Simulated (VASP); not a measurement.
# Ga2AsP (P-4m2) in VASP: single point with LDA

Aim: the single point of Ga2AsP with LDA.

Everything below comes from runs of VASP 6.6.1. Logs are shortened: lines on timing, memory, paths and dates and some standing lists are left out, and cuts for length are marked.

## Step 1: The cell of the first run

Symmetry: P-4m2, No. 115, tetragonal system. Conventional cell: a = 3.976 Å, b = 3.976 Å, c = 5.625 Å, α = 90.00°, β = 90.00°, γ = 90.00°. Within 3.2 Å of Ga (site symmetry 2mm) lie 2 P at 2.41 Å and 2 As at 2.46 Å. Within 3.2 Å of P (site symmetry -4m2) lie 4 Ga at 2.41 Å. Within 3.3 Å of As (site symmetry -4m2) lie 4 Ga at 2.46 Å.

## Step 2: Single point, LDA

POSCAR reads:

```
Ga2AsP
1.0
    3.9759865911      0.0000000000      0.0000000000
    0.0000000000      3.9759865911      0.0000000000
    0.0000000000      0.0000000000      5.6254708660
Ga P As
2 1 1
Direct
    0.5000000000      0.0000000000      0.7409493064
    0.0000000000      0.5000000000      0.2590506936
    0.0000000000      0.0000000000      0.5000000000
    0.5000000000      0.5000000000      0.0000000000
```

INCAR.step1 reads:

```
SYSTEM = Ga2AsP
ALGO = Normal
EDIFF = 1E-7
ENCUT = 520
GGA = CA
ISIF = 2
ISMEAR = 0
LASPH = .True.
LCHARG = .True.
LREAL = .False.
LWAVE = .False.
NBANDS = 26
NELM = 100
PREC = Accurate
SIGMA = 0.02
```

KPOINTS.step1 reads:

```
k-points
0
Gamma
  8 8 6
  0 0 0
```

INCAR.step2 reads:

```
SYSTEM = Ga2AsP
ALGO = Normal
EDIFF = 1E-7
ENCUT = 520
GGA = CA
ICHARG = 11
ISIF = 2
ISMEAR = -5
LASPH = .True.
LCHARG = .False.
LORBIT = 11
LREAL = .False.
LWAVE = .False.
NEDOS = 1001
NELM = 100
PREC = Accurate
SIGMA = 0.02
```

KPOINTS.step2 reads:

```
k-points
0
Gamma
  12 12 9
  0 0 0
```

Potentials or basis: VASP PAW LDA potentials, release 64 (Ga_d, P, As).

On the command line:

```bash
cat potpaw_LDA.64/Ga_d/POTCAR potpaw_LDA.64/P/POTCAR potpaw_LDA.64/As/POTCAR > POTCAR
cp INCAR.step1 INCAR
cp KPOINTS.step1 KPOINTS
mpirun -np 1 vasp_std > vasp.out
cp INCAR.step2 INCAR
cp KPOINTS.step2 KPOINTS
mpirun -np 1 vasp_std > vasp.out
```

OUTCAR:

```text
SYSTEM = Ga2AsP
   EDIFF = 1E-7
   ENCUT = 520
   GGA = CA
   ICHARG = 11
   ISIF = 2
   ISMEAR = -5
   LASPH = .True.
   LORBIT = 11
   LREAL = .False.
   NELM = 100
   PREC = Accurate

 ion  position               nearest neighbor table
   1  0.500  0.000  0.741-   3 2.41   3 2.41   4 2.46   4 2.46
   2  0.000  0.500  0.259-   3 2.41   3 2.41   4 2.46   4 2.46
   3  0.000  0.000  0.500-   1 2.41   2 2.41   2 2.41   1 2.41
   4  0.500  0.500  0.000-   1 2.46   2 2.46   1 2.46   2 2.46

  LATTYP: Found a simple tetragonal cell.
 ALAT       =     3.9759865911
 C/A-ratio  =     1.4148616292

  Lattice vectors:

 A1 = (   3.9759865911,   0.0000000000,   0.0000000000)
 A2 = (   0.0000000000,   3.9759865911,   0.0000000000)
 A3 = (   0.0000000000,   0.0000000000,   5.6254708660)

Analysis of symmetry for initial positions (statically):
=====================================================================
 Subroutine PRICEL returns:
 Original cell was already a primitive cell.

 Routine SETGRP: Setting up the symmetry group for a
 simple tetragonal supercell.

 Subroutine GETGRP returns: Found  8 space group operations
 (whereof  8 operations were pure point group operations)
 out of a pool of 16 trial point group operations.

The static configuration has the point symmetry D_2d.

Analysis of symmetry for dynamics (positions and initial velocities):
=====================================================================
 Subroutine PRICEL returns:
 Original cell was already a primitive cell.

 Routine SETGRP: Setting up the symmetry group for a
 simple tetragonal supercell.

 Subroutine GETGRP returns: Found  8 space group operations
 (whereof  8 operations were pure point group operations)
 out of a pool of 16 trial point group operations.

The dynamic configuration has the point symmetry D_2d.

 Subroutine INISYM returns: Found  8 space group operations
 (whereof  8 operations are pure point group operations),
 and found     1 'primitive' translations

----------------------------------------------------------------------------------------

                                     Primitive cell

  volume of cell :      88.9301

  direct lattice vectors                    reciprocal lattice vectors
     3.975986591  0.000000000  0.000000000     0.251509903  0.000000000  0.000000000
     0.000000000  3.975986591  0.000000000     0.000000000  0.251509903  0.000000000
     0.000000000  0.000000000  5.625470866     0.000000000  0.000000000  0.177762897

[... 98 lines left out ...]
   TEBEG  =    0.0;   TEEND  =   0.0 temperature during run
   PSTRESS=    0.0 pullay stress
   NELECT =      36.0000    total number of electrons
   NUPDOWN=      -1.0000    fix difference up-down
   EMIN   =  10.00;   EMAX   =-10.00  energy-range for DOS
   EFERMI =   0.00;   METHOD = LEGACY
   ISMEAR =    -5;   SIGMA  =   0.02  broadening in eV -4-tet -1-fermi 0-gaus
   EFERMI_NEDOS =   21; number of points for ismear=-14 and -15
   IALGO  =     38    algorithm
   IMIX   =      4    mixing-type and parameters
     AMIX     =   0.40;   BMIX     =  1.00
     AMIX_MAG =   1.60;   BMIX_MAG =  1.00
  volume/ion in A,a.u.               =      22.23       150.03
  Fermi-wavevector in a.u.,A,eV,Ry     =   1.211043  2.288539 19.954634  1.466624
  Thomas-Fermi vector in A             =   2.346571
   LORBIT       =     11    0 simple, 1 ext, 2 COOP (PROOUT), +10 PAW based schemes
   GGA     = CA    functional components
   LHFCALC =     F    Hartree Fock is set to
   AEXX    =    0.0000 exact exchange contribution
   IVDW    =     0    specifies the selected vdW correction
   LEPSILON=     F    determine dielectric tensor
   LRPA    =     F    only Hartree local field effects (RPA)
 non-spin polarized calculation
 Fermi weights with tetrahedron method with Bloechl corrections
  energy-cutoff  :      520.00
  volume of cell :       88.93
 maximum number of plane-waves:      2429
 NGX is ok and might be reduce to    30

 number of electron      35.9999990 magnetization

 Free energy of the ion-electron system (eV)
  ---------------------------------------------------
  ext. energy  EPLUGINS =         0.00000000
  ---------------------------------------------------
  free energy    TOTEN  =       -19.97845878 eV

  energy without entropy =      -19.97845878  energy(sigma->0) =      -19.97845878

 E-fermi :   3.7971     XC(G=0):  -9.8691

 val. band max:        3.7948487091   @ k =   0.0000   0.0000   0.0000
 cond. band min:       4.4240457822   @ k =   0.0000   0.0000   0.0000
 fundamental gap:      0.6291970731
 Fermi energy:         3.7970506775

 k-point     1 :       0.0000    0.0000    0.0000
  band No.  band energies     occupation
      1     -11.0890      2.00000
      2     -10.9943      2.00000
      3     -10.9943      2.00000
      4     -10.9939      2.00000
      5     -10.9449      2.00000
      6     -10.9449      2.00000
[... 589 lines left out ...]
     21       6.4383      0.00000
     22       6.6150      0.00000

 [... further k-points ...]

------------------------ aborting loop because EDIFF is reached ----------------------------------------

  FORCE on cell =-STRESS in cart. coord.  units (eV):
  Direction    XX          YY          ZZ          XY          YZ          ZX
  --------------------------------------------------------------------------------------
  -------------------------------------------------------------------------------------
  Total       -2.5818588     -2.5818588     -2.5739621      0.0000000      0.0000000      0.0000000
  in kB      -46.5151446    -46.5151446    -46.3728765      0.0000000      0.0000000      0.0000000
  external PRESSURE =     -46.4677219 kB  Pullay stress =       0.0000000 kB

 VOLUME and BASIS-vectors are now :
 -----------------------------------------------------------------------------
  energy-cutoff  :      520.00
  volume of cell :       88.93
      direct lattice vectors                 reciprocal lattice vectors
     3.975986591  0.000000000  0.000000000     0.251509903  0.000000000  0.000000000
     0.000000000  3.975986591  0.000000000     0.000000000  0.251509903  0.000000000
     0.000000000  0.000000000  5.625470866     0.000000000  0.000000000  0.177762897

 POSITION                                       TOTAL-FORCE (eV/Angst)
 -----------------------------------------------------------------------------------
      1.98799      0.00000      4.16819        -0.000000      0.000000      0.030732
      0.00000      1.98799      1.45728        -0.000000     -0.000000     -0.030732
      0.00000      0.00000      2.81274        -0.000000     -0.000000      0.000000
      1.98799      1.98799      0.00000         0.000000     -0.000000      0.000000
 -----------------------------------------------------------------------------------
    total drift:                                0.000000      0.000000     -0.000000

  FREE ENERGIE OF THE ION-ELECTRON SYSTEM (eV)
  ---------------------------------------------------
  free  energy   TOTEN  =       -19.9784587835 eV

  energy  without entropy=      -19.9784587835  energy(sigma->0) =      -19.97845878

 total charge

# of ion       s       p       d       tot
------------------------------------------
    1        0.885   0.792   9.994  11.670
    2        0.885   0.792   9.994  11.670
    3        1.032   1.471   0.000   2.503
    4        1.219   1.582   0.029   2.830
--------------------------------------------------
tot          4.020   4.636  20.017  28.673
```

OUTCAR.step1:

```text
SYSTEM = Ga2AsP
   EDIFF = 1E-7
   ENCUT = 520
   GGA = CA
   ISIF = 2
[... 927 lines left out ...]
      1.98799      0.00000      4.16819         0.000000      0.000000      0.031206
      0.00000      1.98799      1.45728         0.000000      0.000000     -0.031206
      0.00000      0.00000      2.81274         0.000000      0.000000      0.000000
      1.98799      1.98799      0.00000         0.000000     -0.000000      0.000000
 -----------------------------------------------------------------------------------
    total drift:                                0.000000      0.000000     -0.000000

  FREE ENERGIE OF THE ION-ELECTRON SYSTEM (eV)
  ---------------------------------------------------
  free  energy   TOTEN  =       -19.9731543534 eV

  energy  without entropy=      -19.9731543534  energy(sigma->0) =      -19.97315435
```

Wall time 6 min (1 thread of AMD EPYC 7R43 (Zen 3), shared host); peak memory 0.34 GiB.

Results:

* Valence electrons inside the program's atomic spheres: Ga 11.67; P 2.50; As 2.83
